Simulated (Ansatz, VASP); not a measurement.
One calculation of Cu6H, two programs

Contents of INCAR:

```
SYSTEM = Cu6H
PREC = Accurate
ENCUT = 520
EDIFF = 1E-6
ISMEAR = 0
SIGMA = 0.1
LREAL = .False.
LASPH = .True.
NELM = 60
ALGO = Fast
ISIF = 2
LWAVE = .False.
LCHARG = .False.
LDIPOL = .True.
IDIPOL = 3
DIPOL = 0.5 0.5 0.285
GGA = PE
NBANDS = 80
```

Contents of KPOINTS:

```
regular mesh
0
Gamma
  5 5 1
  0 0 0
```

File POSCAR:

```
Cu6H
1.0
    5.1332392722      0.0000000000      0.0000000000
    0.0000000000      5.1332392722      0.0000000000
    0.0000000000      0.0000000000     21.5289058579
Cu H
12 2
Direct
    0.2500000000      0.2500000000      0.1857967157
    0.2500000000      0.7500000000      0.1857967157
    0.7500000000      0.2500000000      0.1857967157
    0.7500000000      0.7500000000      0.1857967157
    0.0000000000      0.0000000000      0.2677566944
    0.0000000000      0.5000000000      0.2677566944
    0.5000000000      0.0000000000      0.2677566944
    0.5000000000      0.5000000000      0.2677566944
    0.2500000000      0.2500000000      0.3497114952
    0.2500000000      0.7500000000      0.3497114952
    0.7500000000      0.2500000000      0.3497114952
    0.7500000000      0.7500000000      0.3497114952
    0.1866871516      1.0000000000      0.3854773630
    0.3133128484      1.0000000000      0.3854773630
```

Input for Ansatz:

```yaml
crystal:
  lattice:
    - [5.1332392722, 0.0, 0.0]
    - [0.0, 5.1332392722, 0.0]
    - [0.0, 0.0, 21.5289058579]
  atoms:
    - { symbol: Cu, position: [0.25, 0.25, 0.1857967157] }
    - { symbol: Cu, position: [0.25, 0.75, 0.1857967157] }
    - { symbol: Cu, position: [0.75, 0.25, 0.1857967157] }
    - { symbol: Cu, position: [0.75, 0.75, 0.1857967157] }
    - { symbol: Cu, position: [0.0, 0.0, 0.2677566944] }
    - { symbol: Cu, position: [0.0, 0.5, 0.2677566944] }
    - { symbol: Cu, position: [0.5, 0.0, 0.2677566944] }
    - { symbol: Cu, position: [0.5, 0.5, 0.2677566944] }
    - { symbol: Cu, position: [0.25, 0.25, 0.3497114952] }
    - { symbol: Cu, position: [0.25, 0.75, 0.3497114952] }
    - { symbol: Cu, position: [0.75, 0.25, 0.3497114952] }
    - { symbol: Cu, position: [0.75, 0.75, 0.3497114952] }
    - { symbol: H, position: [0.1866871516, 1.0, 0.385477363] }
    - { symbol: H, position: [0.3133128484, 1.0, 0.385477363] }
basis:
  ecutwfc: 420
kpoints:
  mp_grid: { grid: [5, 5, 1] }
hamiltonian:
  xc: pbe
scf:
  occupations: { method: gaussian, width: 0.1 }
output:
  forces: true
  eigenvalues: true
efield:
  axis: 3
  dipole_correction: true
  ramp_width: 0.04
```

Alike in both runs: task single point; functional PBE; k mesh 5 × 5 × 1; occupations gaussian, width 0.1 eV; no spin polarisation.

|  | VASP | Ansatz |
| --- | --- | --- |
| version | VASP 6.6.1 | Ansatz 0.2.0 |
| potentials or method | VASP PAW PBE potentials, release 64 (Cu, H), cutoff 520 eV | scalar-relativistic, plane waves, PAW |
| valence electrons in the cell | 134 | 230 |

|  | VASP | Ansatz | Ansatz less VASP |
| --- | --- | --- | --- |
| gap on the k mesh at the Fermi level (eV) | none | none | - |
| rms of the force components (eV/Å) | 2.103 | 2.081 | -0.0222 |

Atom by atom the forces differ by 0.028 eV/Å (rms over components). A gap of «none» marks a metal or a gap that the smearing closes. VASP's potentials hold 134 valence electrons a cell and Ansatz's 230, so a difference there can come from the potentials and not from the codes.
